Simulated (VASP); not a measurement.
Crystal: TiC.

```
CELL_PARAMETERS angstrom
0.00000 2.20819 2.20819
2.20819 0.00000 2.20819
2.20819 2.20819 0.00000
ATOMIC_POSITIONS crystal
Ti 0.00000 0.00000 0.00000
C 0.50000 0.50000 0.50000
```

Base run:

```yaml
Program: VASP 6.6.1
Functional: revPBE
Dispersion: D3(BJ)
Potentials_or_basis: VASP PAW PBE potentials, release 64 (Ti_sv, C)
Cutoff: 520 eV
k_mesh: 11 × 11 × 11
Occupations: fermi-dirac, width 0.05 eV
Spin: no spin polarisation
```

Its results: band gap on the k mesh zero (band 8 reaches 9.51 eV, above the bottom of band 9 at 8.43 eV); pressure -22.0 GPa.

Problem. The run is repeated on the same cell with these changes: functional from revPBE to PBE; further incar settings from ALGO = Normal; EDIFF = 1e-07; NBANDS = 15 to ALGO = Normal; EDIFF = 1e-06; NBANDS = 15. What comes out?

Solution. Band gap on the k mesh zero (band 8 reaches 9.41 eV, above the bottom of band 9 at 8.34 eV); pressure -19.0 GPa.

Caveats: pairwise dispersion overbinds metals, which lowers pressure and volume; the PAW data sets were made with another functional, which shifts forces and pressure a little (some runs).
